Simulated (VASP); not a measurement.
# Zn (P-3m1) in VASP: electric field gradients with PBE

Aim: the electric field gradients of Zn with PBE.

Everything below comes from runs of VASP 6.6.1. Logs are shortened: lines on timing, memory, paths and dates and some standing lists are left out, and cuts for length are marked.

### 1 The cell of the first run

It takes space group P-3m1 (No. 164, trigonal). The conventional cell has a = 2.665 Å, b = 2.665 Å, c = 4.947 Å, α = 90.00°, β = 90.00°, γ = 120.00°. Zn (site symmetry 3m) has 12 Zn at 2.66 to 3.08 Å within 3.5 Å.

### 2 Electric field gradients, PBE (atom 1 (Zn) moved by [0.0, 0.0, 0.2] A)

Input file INCAR:

```
SYSTEM = Zn
PREC = Accurate ; ENCUT = 520
EDIFF = 1E-8 ; ISMEAR = -1
SIGMA = 0.03 ; LREAL = .FALSE.
LASPH = .TRUE. ; NELM = 100
ALGO = Normal ; ISIF = 2
LWAVE = .FALSE. ; LCHARG = .FALSE.
GGA = PE ; LEFG = .TRUE.
NBANDS = 19
```

Input file KPOINTS:

```
regular mesh
0
G
  18 18 8
  0 0 0
```

Input file POSCAR:

```
Zn
1.0
    2.6647980532      0.0000000000      0.0000000000
   -1.3323990266      2.3077828100      0.0000000000
    0.0000000000      0.0000000000      4.9467000000
Zn
2
Direct
    0.3333333333      0.6666666667      0.2904309944
    0.6666666667      0.3333333333      0.7500000000
```

Potentials or basis: VASP PAW PBE potentials, release 64 (Zn).

Command:

```
> cat potpaw_PBE.64/Zn/POTCAR > POTCAR
> mpirun -np 1 vasp_std > vasp.out
```

OUTCAR:

```text
SYSTEM = Zn
   PREC = Accurate
   ENCUT = 520
   EDIFF = 1E-8
   ISMEAR = -1
   LREAL = .FALSE.
   LASPH = .TRUE.
   NELM = 100
   ISIF = 2
   GGA = PE

 ion  position               nearest neighbor table
   1  0.333  0.667  0.290-   2 2.75   2 2.75   2 2.75
   2  0.667  0.333  0.750-   1 2.75   1 2.75   1 2.75

  LATTYP: Found a hexagonal cell.
 ALAT       =     2.6647980532
 C/A-ratio  =     1.8563132745

  Lattice vectors:

 A1 = (   2.6647980532,   0.0000000000,   0.0000000000)
 A2 = (  -1.3323990266,   2.3077828100,   0.0000000000)
 A3 = (   0.0000000000,   0.0000000000,   4.9467000000)

Analysis of symmetry for initial positions (statically):
=====================================================================
 Subroutine PRICEL returns:
 Original cell was already a primitive cell.

 Routine SETGRP: Setting up the symmetry group for a
 hexagonal supercell.

 Subroutine GETGRP returns: Found 12 space group operations
 (whereof  6 operations were pure point group operations)
 out of a pool of 24 trial point group operations.

The static configuration has the point symmetry C_3v.
 The point group associated with its full space group is D_3d.

Analysis of symmetry for dynamics (positions and initial velocities):
=====================================================================
 Subroutine PRICEL returns:
 Original cell was already a primitive cell.

 Routine SETGRP: Setting up the symmetry group for a
 hexagonal supercell.

 Subroutine GETGRP returns: Found 12 space group operations
 (whereof  6 operations were pure point group operations)
 out of a pool of 24 trial point group operations.

The dynamic configuration has the point symmetry C_3v.
 The point group associated with its full space group is D_3d.

 Subroutine INISYM returns: Found 12 space group operations
 (whereof  6 operations are pure point group operations),
 and found     1 'primitive' translations

----------------------------------------------------------------------------------------

                                     Primitive cell

  volume of cell :      30.4211

  direct lattice vectors                    reciprocal lattice vectors
     2.664798053  0.000000000  0.000000000     0.375262958  0.216658170  0.000000000
    -1.332399027  2.307782810  0.000000000     0.000000000  0.433316340  0.000000000
     0.000000000  0.000000000  4.946700000     0.000000000  0.000000000  0.202154972

  length of vectors
     2.664798053  2.664798053  4.946700000     0.433316340  0.433316340  0.202154972

  position of ions in fractional coordinates (direct lattice)
     0.333333333  0.666666667  0.290430994
     0.666666667  0.333333333  0.750000000

  ion indices of the primitive-cell ions
   primitive index   ion index
                 1           1
                 2           2

----------------------------------------------------------------------------------------

 KPOINTS: regular mesh

Automatic generation of k-mesh.
 Grid dimensions read from file:
 generate k-points for:   18   18    8

 Generating k-lattice:

  Cartesian coordinates                     Fractional coordinates (reciprocal lattice)
     0.020847942  0.012036565  0.000000000     0.055555556  0.000000000  0.000000000
     0.000000000  0.024073130  0.000000000     0.000000000  0.055555556  0.000000000
     0.000000000  0.000000000  0.025269372     0.000000000  0.000000000  0.125000000

  Length of vectors
     0.024073130  0.024073130  0.025269372

  Shift w.r.t. Gamma in fractional coordinates (k-lattice)
     0.000000000  0.000000000  0.000000000

 Subroutine IBZKPT returns following result:
 ===========================================

 Found    266 irreducible k-points:

 Following reciprocal coordinates:
            Coordinates               Weight
  0.000000  0.000000  0.000000      1.000000
  0.055556 -0.000000  0.000000      6.000000
  0.111111 -0.000000  0.000000      6.000000
  0.166667 -0.000000  0.000000      6.000000
  0.222222 -0.000000  0.000000      6.000000
  0.277778 -0.000000  0.000000      6.000000
[... 16 lines left out ...]
  0.333333  0.111111  0.000000     12.000000
  0.388889  0.111111  0.000000     12.000000
 [... further k-points ...]
   k-points           NKPTS =    266   k-points in BZ     NKDIM =    266   number of bands    NBANDS=     19
   number of dos      NEDOS =    301   number of ions     NIONS =      2
   total plane-waves  NPLWV =  16000
   dimension x,y,z NGX =    20 NGY =   20 NGZ =   40
   dimension x,y,z NGXF=    40 NGYF=   40 NGZF=   80
   ions per type =               2
   NGX,Y,Z   is equivalent  to a cutoff of  12.48, 12.48, 13.44 a.u.
   NGXF,Y,Z  is equivalent  to a cutoff of  24.95, 24.95, 26.89 a.u.
 SYSTEM =  Zn
   PREC   = accura    normal or accurate (medium, high low for compatibility)
   ISTART =      0    job   : 0-new  1-cont  2-samecut
   ICHARG =      2    charge: 1-file 2-atom 10-const
   ISPIN  =      1    spin polarized calculation?
   LNONCOLLINEAR =      F non collinear calculations
   LSORBIT =      F    spin-orbit coupling
   LASPH  =      T    aspherical Exc in radial PAW
   ENCUT  =  520.0 eV  38.22 Ry    6.18 a.u.   4.95  4.95  9.20*2*pi/ulx,y,z
   NELM   =    100;   NELMIN=  2; NELMDL= -5     # of ELM steps
   EDIFF  = 0.1E-07   stopping-criterion for ELM
   LREAL  =      F    real-space projection
   EDIFFG = 0.1E-06   stopping-criterion for IOM
   NSW    =      0    number of steps for IOM
   IBRION =     -1    ionic relax: 0-MD 1-quasi-New 2-CG
   NFREE  =      0    steps in history (QN), initial steepest desc. (CG)
   ISIF   =      2    stress and relaxation
   ISYM   =      2    0-nonsym 1-usesym 2-fastsym
   POTIM  = 0.5000    time-step for ionic-motion
   TEBEG  =    0.0;   TEEND  =   0.0 temperature during run
   PSTRESS=    0.0 pullay stress
   NELECT =      24.0000    total number of electrons
   NUPDOWN=      -1.0000    fix difference up-down
   EMIN   =  10.00;   EMAX   =-10.00  energy-range for DOS
   EFERMI =   0.00;   METHOD = LEGACY
   ISMEAR =    -1;   SIGMA  =   0.03  broadening in eV -4-tet -1-fermi 0-gaus
   EFERMI_NEDOS =   21; number of points for ismear=-14 and -15
   IALGO  =     38    algorithm
   IMIX   =      4    mixing-type and parameters
     AMIX     =   0.40;   BMIX     =  1.00
     AMIX_MAG =   1.60;   BMIX_MAG =  1.00
  volume/ion in A,a.u.               =      15.21       102.65
  Fermi-wavevector in a.u.,A,eV,Ry     =   1.512703  2.858594 31.133805  2.288270
  Thomas-Fermi vector in A             =   2.622592
   LORBIT       =      0    0 simple, 1 ext, 2 COOP (PROOUT), +10 PAW based schemes
   GGA     = PE    functional components
   LHFCALC =     F    Hartree Fock is set to
   AEXX    =    0.0000 exact exchange contribution
   IVDW    =     0    specifies the selected vdW correction
   LEPSILON=     F    determine dielectric tensor
   LRPA    =     F    only Hartree local field effects (RPA)
 non-spin polarized calculation
  energy-cutoff  :      520.00
  volume of cell :       30.42
 maximum number of plane-waves:       855
   NGX =  9   NGY =  9   NGZ = 19

 number of electron      24.0000007 magnetization

 Free energy of the ion-electron system (eV)
  ---------------------------------------------------
  ext. energy  EPLUGINS =         0.00000000
  ---------------------------------------------------
  free energy    TOTEN  =        -2.16721196 eV

  energy without entropy =       -2.16549621  energy(sigma->0) =       -2.16635409

 E-fermi :   3.2720     XC(G=0): -11.5369

 val. band max:        3.2662216563   @ k =   0.3333   0.2778   0.1250
 cond. band min:       3.2993274301   @ k =   0.3333   0.2222   0.2500
 fundamental gap:      0.0331057738
 Fermi energy:         3.2719878982

 k-point     1 :       0.0000    0.0000    0.0000
  band No.  band energies     occupation
      1      -7.3730      2.00000
      2      -5.5449      2.00000
      3      -4.8094      2.00000
      4      -4.6145      2.00000
      5      -4.6145      2.00000
      6      -4.5637      2.00000
[... 11 lines left out ...]
     18      22.1318      0.00000
     19      22.1321      0.00000

 k-point     2 :       0.0556   -0.0000    0.0000
  band No.  band energies     occupation
      1      -7.2820      2.00000
      2      -5.5055      2.00000
      3      -4.8018      2.00000
      4      -4.6232      2.00000
      5      -4.5931      2.00000
      6      -4.5737      2.00000
[... 476 lines left out ...]
 k-point    24 :       0.3889    0.1111    0.0000
  band No.  band energies     occupation
      1      -5.2522      2.00000
      2      -5.1628      2.00000
      3      -5.0935      2.00000
      4      -4.6352      2.00000
      5      -4.5220      2.00000
      6      -4.4009      2.00000
[... 11 lines left out ...]
     18      16.1201      0.00000
     19      17.5168      0.00000

 [... further k-points ...]

------------------------ aborting loop because EDIFF is reached ----------------------------------------

  FORCE on cell =-STRESS in cart. coord.  units (eV):
  Direction    XX          YY          ZZ          XY          YZ          ZX
  --------------------------------------------------------------------------------------
  -------------------------------------------------------------------------------------
  Total        0.0744336      0.0744336      0.4598823      0.0000000      0.0000000      0.0000000
  in kB        3.9201675      3.9201675     24.2204621      0.0000000      0.0000000      0.0000000
  external PRESSURE =      10.6869324 kB  Pullay stress =       0.0000000 kB

 VOLUME and BASIS-vectors are now :
 -----------------------------------------------------------------------------
  energy-cutoff  :      520.00
  volume of cell :       30.42
      direct lattice vectors                 reciprocal lattice vectors
     2.664798053  0.000000000  0.000000000     0.375262958  0.216658170  0.000000000
    -1.332399027  2.307782810  0.000000000     0.000000000  0.433316340  0.000000000
     0.000000000  0.000000000  4.946700000     0.000000000  0.000000000  0.202154972

 POSITION                                       TOTAL-FORCE (eV/Angst)
 -----------------------------------------------------------------------------------
     -0.00000      1.53852      1.43667        -0.000000      0.000000     -0.495610
      1.33240      0.76926      3.71002         0.000000      0.000000      0.495610
 -----------------------------------------------------------------------------------
    total drift:                                0.000000     -0.000000     -0.000087

  FREE ENERGIE OF THE ION-ELECTRON SYSTEM (eV)
  ---------------------------------------------------
  free  energy   TOTEN  =        -2.1672119638 eV

  energy  without entropy=       -2.1654962127  energy(sigma->0) =       -2.16635409

 Electric field gradients (V/A^2)
---------------------------------------------------------------------
 ion       V_xx      V_yy      V_zz      V_xy      V_xz      V_yz
---------------------------------------------------------------------
   1     -16.707   -16.700    33.407     0.006    -0.000     0.000
   2     -16.709   -16.702    33.411     0.006     0.000    -0.000
---------------------------------------------------------------------

 Electric field gradients after diagonalization (V/A^2)
 (convention: |V_zz| > |V_xx| > |V_yy|)
----------------------------------------------------------------------
 ion       V_xx      V_yy      V_zz     asymmetry (V_yy - V_xx)/ V_zz
----------------------------------------------------------------------
   1     -16.710   -16.697    33.407       0.000
   2     -16.712   -16.699    33.411       0.000
----------------------------------------------------------------------

           NMR quadrupolar parameters

 Cq : quadrupolar parameter    Cq=e*Q*V_zz/h
 eta: asymmetry parameters     (V_yy - V_xx)/ V_zz
 Q  : nuclear electric quadrupole moment in mb (millibarn)
----------------------------------------------------------------------
 ion       Cq(MHz)       eta       Q (mb)
----------------------------------------------------------------------
   1       0.081       0.000       1.000
   2       0.081       0.000       1.000
----------------------------------------------------------------------
```

It took 2.8 min on 1 thread of Intel Xeon 8259CL, shared host; peak memory 0.24 GiB.

Results:

```yaml
Free_energy: -2.1672 eV
Pressure: 1.1 GPa
Largest_force: 0.496 eV/Å
Band_gap_on_the_k_mesh: zero (bands 12 and 13 overlap by 4.61 eV)
Largest_electric_field_gradient_by_atom: Zn +33.4 V/Å²
```

Forces in eV/Å, atoms in the order of the input:
```
Zn   0.000  0.000 -0.496
Zn   0.000  0.000  0.496
```

Electric field gradients, principal values (V/Å²):
| atom | least | middle | greatest (by size) |
| --- | --- | --- | --- |
| 1 Zn | -16.697 | -16.710 | 33.407 |
| 2 Zn | -16.699 | -16.712 | 33.411 |

Caveat: the cell differs from its parent crystal (atom 1 (Zn) moved by [0.0, 0.0, 0.2] A); without QUAD_EFG the Cq values of the log hold for a quadrupole moment of 1 mb, not for the nuclei.

The gap in the log of VASP goes by the Fermi energy; the results here count the filled bands.